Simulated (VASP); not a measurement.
# CdS (P3m1) in VASP: further runs

Aim: see how the results for CdS move with the level of theory and the settings. Levels: BLYP, RPBE, PBE, HSE06, PBEsol-based screened hybrid with 25 % exact exchange. Tasks: single point.

Everything below comes from runs of VASP 6.6.1. Logs are shortened: lines on timing, memory, paths and dates and some standing lists are left out, and cuts for length are marked.

### 1 The cell of the first run

It takes space group P3m1 (No. 156, trigonal). The conventional cell has a = 4.261 Å, b = 4.261 Å, c = 5.804 Å, α = 90.00°, β = 90.00°, γ = 120.00°. Within 3.2 Å of Cd (site symmetry 3m) lie 3 S at 2.46 Å. Within 3.2 Å of S (site symmetry 3m) lie 3 Cd at 2.46 Å.

### 2 Single point, BLYP

Input file INCAR:

```
PREC = Accurate ; ENCUT = 630
EDIFF = 1E-6 ; ISMEAR = -1
SIGMA = 0.05 ; LREAL = F
LASPH = T ; NELM = 120
ALGO = Normal ; ISIF = 2
LWAVE = F ; LCHARG = F
GGA = B5 ; ALDAX = 1.0
AGGAX = 1.0 ; AGGAC = 1.0
ALDAC = 0.0 ; NBANDS = 20
GGA_COMPAT = F
```

Input file KPOINTS:

```
regular mesh
0
Gamma
  7 7 5
```

Input file POSCAR:

```
CdS
1.0
    4.2611695877      0.0000000000      0.0000000000
   -2.1305847939      3.6902811128      0.0000000000
    0.0000000000      0.0000000000      5.8041729400
Cd S
1 1
Direct
    0.0000000000      0.0000000000      0.4426919200
    0.6666666667      0.3333333333      0.4343080800
```

Potentials or basis: VASP PAW PBE potentials, release 64 (Cd_sv_GW, S).

Launch:

```console
cat potpaw_PBE.64/Cd_sv_GW/POTCAR potpaw_PBE.64/S/POTCAR > POTCAR
mpirun -np 1 vasp_std > vasp.out
```

OUTCAR:

```text
PREC = Accurate
   ENCUT = 630
   EDIFF = 1E-6
   ISMEAR = -1
   LREAL = F
   LASPH = T
   NELM = 120
   ISIF = 2
   GGA = B5

 ion  position               nearest neighbor table
   1  0.000  0.000  0.443-   2 2.46   2 2.46   2 2.46
   2  0.667  0.333  0.434-   1 2.46   1 2.46   1 2.46

  LATTYP: Found a hexagonal cell.
 ALAT       =     4.2611695877
 C/A-ratio  =     1.3621079426

  Lattice vectors:

 A1 = (   4.2611695877,   0.0000000000,   0.0000000000)
 A2 = (  -2.1305847939,   3.6902811128,   0.0000000000)
 A3 = (   0.0000000000,   0.0000000000,   5.8041729400)

Analysis of symmetry for initial positions (statically):
=====================================================================
 Subroutine PRICEL returns:
 Original cell was already a primitive cell.

 Routine SETGRP: Setting up the symmetry group for a
 hexagonal supercell.

 Subroutine GETGRP returns: Found  6 space group operations
 (whereof  6 operations were pure point group operations)
 out of a pool of 24 trial point group operations.

The static configuration has the point symmetry C_3v.

Analysis of symmetry for dynamics (positions and initial velocities):
=====================================================================
 Subroutine PRICEL returns:
 Original cell was already a primitive cell.

 Routine SETGRP: Setting up the symmetry group for a
 hexagonal supercell.

 Subroutine GETGRP returns: Found  6 space group operations
 (whereof  6 operations were pure point group operations)
 out of a pool of 24 trial point group operations.

The dynamic configuration has the point symmetry C_3v.

 Subroutine INISYM returns: Found  6 space group operations
 (whereof  6 operations are pure point group operations),
 and found     1 'primitive' translations

----------------------------------------------------------------------------------------

                                     Primitive cell

  volume of cell :      91.2701

  direct lattice vectors                    reciprocal lattice vectors
     4.261169588  0.000000000  0.000000000     0.234677353  0.135491033  0.000000000
    -2.130584794  3.690281113  0.000000000     0.000000000  0.270982066  0.000000000
     0.000000000  0.000000000  5.804172940     0.000000000  0.000000000  0.172289835

  length of vectors
     4.261169588  4.261169588  5.804172940     0.270982066  0.270982066  0.172289835

  position of ions in fractional coordinates (direct lattice)
     0.000000000  0.000000000  0.442691920
     0.666666667  0.333333333  0.434308080

  ion indices of the primitive-cell ions
   primitive index   ion index
                 1           1
                 2           2

----------------------------------------------------------------------------------------

 KPOINTS: regular mesh

Automatic generation of k-mesh.
 Grid dimensions read from file:
 generate k-points for:    7    7    5

 Generating k-lattice:

  Cartesian coordinates                     Fractional coordinates (reciprocal lattice)
     0.033525336  0.019355862  0.000000000     0.142857143 -0.000000000  0.000000000
     0.000000000  0.038711724  0.000000000     0.000000000  0.142857143  0.000000000
     0.000000000  0.000000000  0.034457967     0.000000000  0.000000000  0.200000000

  Length of vectors
     0.038711724  0.038711724  0.034457967

  Shift w.r.t. Gamma in fractional coordinates (k-lattice)
     0.000000000  0.000000000  0.000000000

 Subroutine IBZKPT returns following result:
 ===========================================

 Found     32 irreducible k-points:

 Following reciprocal coordinates:
            Coordinates               Weight
  0.000000  0.000000  0.000000      1.000000
  0.142857 -0.000000  0.000000      6.000000
  0.285714  0.000000  0.000000      6.000000
  0.428571 -0.000000  0.000000      6.000000
  0.142857  0.142857  0.000000      6.000000
  0.285714  0.142857  0.000000     12.000000
[... 16 lines left out ...]
  0.000000  0.142857  0.400000      6.000000
  0.285714  0.000000  0.400000      6.000000
 [... further k-points ...]
   k-points           NKPTS =     32   k-points in BZ     NKDIM =     32   number of bands    NBANDS=     20
   number of dos      NEDOS =    301   number of ions     NIONS =      2
   total plane-waves  NPLWV =  62208
   dimension x,y,z NGX =    36 NGY =   36 NGZ =   48
   dimension x,y,z NGXF=    72 NGYF=   72 NGZF=   96
   ions per type =               1   1
   NGX,Y,Z   is equivalent  to a cutoff of  14.05, 14.05, 13.75 a.u.
   NGXF,Y,Z  is equivalent  to a cutoff of  28.09, 28.09, 27.50 a.u.
 SYSTEM =  unknown system
   PREC   = accura    normal or accurate (medium, high low for compatibility)
   ISTART =      0    job   : 0-new  1-cont  2-samecut
   ICHARG =      2    charge: 1-file 2-atom 10-const
   ISPIN  =      1    spin polarized calculation?
   LNONCOLLINEAR =      F non collinear calculations
   LSORBIT =      F    spin-orbit coupling
   LASPH  =      T    aspherical Exc in radial PAW
   ENCUT  =  630.0 eV  46.30 Ry    6.80 a.u.   8.72  8.72 11.88*2*pi/ulx,y,z
   NELM   =    120;   NELMIN=  2; NELMDL= -5     # of ELM steps
   EDIFF  = 0.1E-05   stopping-criterion for ELM
   LREAL  =      F    real-space projection
   EDIFFG = 0.1E-04   stopping-criterion for IOM
   NSW    =      0    number of steps for IOM
   IBRION =     -1    ionic relax: 0-MD 1-quasi-New 2-CG
   NFREE  =      0    steps in history (QN), initial steepest desc. (CG)
   ISIF   =      2    stress and relaxation
   ISYM   =      2    0-nonsym 1-usesym 2-fastsym
   POTIM  = 0.5000    time-step for ionic-motion
   TEBEG  =    0.0;   TEEND  =   0.0 temperature during run
   PSTRESS=    0.0 pullay stress
   NELECT =      26.0000    total number of electrons
   NUPDOWN=      -1.0000    fix difference up-down
   EMIN   =  10.00;   EMAX   =-10.00  energy-range for DOS
   EFERMI =   0.00;   METHOD = LEGACY
   ISMEAR =    -1;   SIGMA  =   0.05  broadening in eV -4-tet -1-fermi 0-gaus
   EFERMI_NEDOS =   21; number of points for ismear=-14 and -15
   IALGO  =     38    algorithm
   IMIX   =      4    mixing-type and parameters
     AMIX     =   0.40;   BMIX     =  1.00
     AMIX_MAG =   1.60;   BMIX_MAG =  1.00
  volume/ion in A,a.u.               =      45.64       307.96
  Fermi-wavevector in a.u.,A,eV,Ry     =   1.077184  2.035582 15.787174  1.160325
  Thomas-Fermi vector in A             =   2.213088
   LORBIT       =      0    0 simple, 1 ext, 2 COOP (PROOUT), +10 PAW based schemes
   GGA     = B5    functional components
   LHFCALC =     F    Hartree Fock is set to
   AEXX    =    0.0000 exact exchange contribution
   IVDW    =     0    specifies the selected vdW correction
   LEPSILON=     F    determine dielectric tensor
   LRPA    =     F    only Hartree local field effects (RPA)
 non-spin polarized calculation
  energy-cutoff  :      630.00
  volume of cell :       91.27
 maximum number of plane-waves:      3288
 NGX is ok and might be reduce to    36
   NGX = 17   NGY = 17   NGZ = 23

 number of electron      26.0000007 magnetization

 Free energy of the ion-electron system (eV)
  ---------------------------------------------------
  ext. energy  EPLUGINS =         0.00000000
  ---------------------------------------------------
  free energy    TOTEN  =        -4.89942543 eV

  energy without entropy =       -4.89942537  energy(sigma->0) =       -4.89942540

 E-fermi :  -0.2343     XC(G=0):  -5.8873

 val. band max:       -0.9771422516   @ k =   0.0000   0.0000   0.4000
 cond. band min:       0.3911067051   @ k =   0.0000   0.0000   0.0000
 fundamental gap:      1.3682489567
 Fermi energy:        -0.2343124608

 k-point     1 :       0.0000    0.0000    0.0000
  band No.  band energies     occupation
      1    -101.9193      2.00000
      2     -63.2467      2.00000
      3     -63.1593      2.00000
      4     -63.1593      2.00000
      5     -12.5847      2.00000
      6      -8.6621      2.00000
[... 12 lines left out ...]
     19      10.0466      0.00000
     20      10.6777      0.00000

 k-point     2 :       0.1429   -0.0000    0.0000
  band No.  band energies     occupation
      1    -101.9193      2.00000
      2     -63.2466      2.00000
      3     -63.1594      2.00000
      4     -63.1594      2.00000
      5     -12.5228      2.00000
      6      -8.6319      2.00000
[... 12 lines left out ...]
     19      10.4763      0.00000
     20      10.6442      0.00000

 k-point     3 :       0.2857    0.0000    0.0000
  band No.  band energies     occupation
      1    -101.9193      2.00000
      2     -63.2466      2.00000
      3     -63.1595      2.00000
      4     -63.1594      2.00000
      5     -12.3826      2.00000
      6      -8.5261      2.00000
[... 12 lines left out ...]
     19       9.6280      0.00000
     20       9.8372      0.00000

 k-point     4 :       0.4286   -0.0000    0.0000
  band No.  band energies     occupation
      1    -101.9193      2.00000
      2     -63.2466      2.00000
      3     -63.1596      2.00000
      4     -63.1594      2.00000
      5     -12.2698      2.00000
      6      -8.3948      2.00000
[... 12 lines left out ...]
     19       9.2016      0.00000
     20       9.4094      0.00000

 k-point     5 :       0.1429    0.1429    0.0000
  band No.  band energies     occupation
      1    -101.9193      2.00000
      2     -63.2466      2.00000
      3     -63.1595      2.00000
      4     -63.1594      2.00000
      5     -12.4216      2.00000
      6      -8.5820      2.00000
[... 12 lines left out ...]
     19       9.4322      0.00000
     20      10.3819      0.00000

 k-point     6 :       0.2857    0.1429    0.0000
  band No.  band energies     occupation
      1    -101.9193      2.00000
      2     -63.2466      2.00000
      3     -63.1596      2.00000
      4     -63.1594      2.00000
      5     -12.2950      2.00000
      6      -8.4847      2.00000
[... 12 lines left out ...]
     19       8.4308      0.00000
     20       9.7008      0.00000

 k-point     7 :       0.4286    0.1429    0.0000
  band No.  band energies     occupation
      1    -101.9193      2.00000
      2     -63.2466      2.00000
      3     -63.1596      2.00000
      4     -63.1595      2.00000
      5     -12.2388      2.00000
      6      -8.4139      2.00000
[... 12 lines left out ...]
     19       8.7933      0.00000
     20       9.2136      0.00000
[... 277 lines left out ...]
 k-point    20 :       0.2857    0.2857    0.2000
  band No.  band energies     occupation
      1    -101.9193      2.00000
      2     -63.2466      2.00000
      3     -63.1596      2.00000
      4     -63.1595      2.00000
      5     -12.2243      2.00000
      6      -8.4263      2.00000
[... 12 lines left out ...]
     19       8.2879      0.00000
     20       9.5626      0.00000

 k-point    21 :       0.0000    0.0000    0.4000
  band No.  band energies     occupation
      1    -101.9193      2.00000
      2     -63.2466      2.00000
      3     -63.1593      2.00000
      4     -63.1593      2.00000
      5     -12.5815      2.00000
      6      -8.6620      2.00000
[... 12 lines left out ...]
     19       9.7542      0.00000
     20      10.2674      0.00000

 k-point    22 :       0.1429   -0.0000    0.4000
  band No.  band energies     occupation
      1    -101.9193      2.00000
      2     -63.2466      2.00000
      3     -63.1594      2.00000
      4     -63.1594      2.00000
      5     -12.5198      2.00000
      6      -8.6317      2.00000
[... 12 lines left out ...]
     19       9.1690      0.00000
     20       9.9367      0.00000

 k-point    23 :       0.0000    0.1429    0.4000
  band No.  band energies     occupation
      1    -101.9193      2.00000
      2     -63.2466      2.00000
      3     -63.1594      2.00000
      4     -63.1594      2.00000
      5     -12.5198      2.00000
      6      -8.6317      2.00000
[... 12 lines left out ...]
     19       9.1327      0.00000
     20       9.9406      0.00000

 k-point    24 :       0.2857    0.0000    0.4000
  band No.  band energies     occupation
      1    -101.9193      2.00000
      2     -63.2466      2.00000
      3     -63.1595      2.00000
      4     -63.1594      2.00000
      5     -12.3800      2.00000
      6      -8.5256      2.00000
[... 12 lines left out ...]
     19       8.9090      0.00000
     20       9.4431      0.00000

 [... further k-points ...]

------------------------ aborting loop because EDIFF is reached ----------------------------------------

  FORCE on cell =-STRESS in cart. coord.  units (eV):
  Direction    XX          YY          ZZ          XY          YZ          ZX
  --------------------------------------------------------------------------------------
  -------------------------------------------------------------------------------------
  Total        0.8909722      0.8909722      0.0358860     -0.0000000      0.0000000     -0.0000000
  in kB       15.6403368     15.6403368      0.6299515     -0.0000000      0.0000000     -0.0000000
  external PRESSURE =      10.6368750 kB  Pullay stress =       0.0000000 kB

 VOLUME and BASIS-vectors are now :
 -----------------------------------------------------------------------------
  energy-cutoff  :      630.00
  volume of cell :       91.27
      direct lattice vectors                 reciprocal lattice vectors
     4.261169588  0.000000000  0.000000000     0.234677353  0.135491033  0.000000000
    -2.130584794  3.690281113  0.000000000     0.000000000  0.270982066  0.000000000
     0.000000000  0.000000000  5.804172940     0.000000000  0.000000000  0.172289835

 POSITION                                       TOTAL-FORCE (eV/Angst)
 -----------------------------------------------------------------------------------
      0.00000      0.00000      2.56946         0.000000      0.000000      0.008489
      2.13058      1.23009      2.52080        -0.000000      0.000000     -0.008489
 -----------------------------------------------------------------------------------
    total drift:                               -0.000001      0.000000     -0.000311

  FREE ENERGIE OF THE ION-ELECTRON SYSTEM (eV)
  ---------------------------------------------------
  free  energy   TOTEN  =        -4.8994254259 eV

  energy  without entropy=       -4.8994253660  energy(sigma->0) =       -4.89942540
```

Wall time 2.2 min (1 thread of Intel Xeon Platinum 8259CL at 2.50GHz (Skylake/Cascade Lake), shared host); peak memory 0.29 GiB.

Results:

* Free energy: -4.8994 eV
* Pressure: 1.1 GPa
* Largest force: 0.008 eV/Å
* Band gap on the k mesh: 1.37 eV

Forces in eV/Å, atoms in the order of the input:
```
Cd   0.000  0.000  0.008
S    0.000  0.000 -0.008
```

Caveat: the PAW data sets were made with another functional, which shifts forces and pressure a little.

(Continued in part 2 of 3.)
